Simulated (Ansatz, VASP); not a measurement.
## Two plane-wave programs on Ca

```
CELL_PARAMETERS angstrom
-2.21776 2.21776 2.21776
2.21776 -2.21776 2.21776
2.21776 2.21776 -2.21776
ATOMIC_POSITIONS crystal
Ca 0.00000 0.00000 0.00000
```

Alike in both runs: task relaxation of cell and atoms; functional LDA; k mesh 10 × 10 × 10; occupations fermi-dirac, width 0.1 eV; no spin polarisation.

```csv
,VASP,Ansatz
version,VASP 6.6.1,Ansatz 0.2.0
potentials or method,"VASP PAW LDA potentials, release 64 (Ca_sv), cutoff 600 eV","plane waves (420 eV) with PAW, scalar-relativistic"
valence electrons in the cell,10,10
```

VASP gave:

| Property | Result |
| --- | --- |
| relaxed volume (Å³/atom) | 37.84 |
| relaxed cell length with the largest relative difference (Å) | 3.663 |

Estimate Ansatz's values.

relaxed volume (Å³/atom): 37.81; relaxed cell length with the largest relative difference (Å): 3.662.

Ansatz warns that its potentials were made for another functional, while VASP's fit it. LDA's correlation is that of Perdew and Zunger in VASP and of Perdew and Wang (1992) in Ansatz.
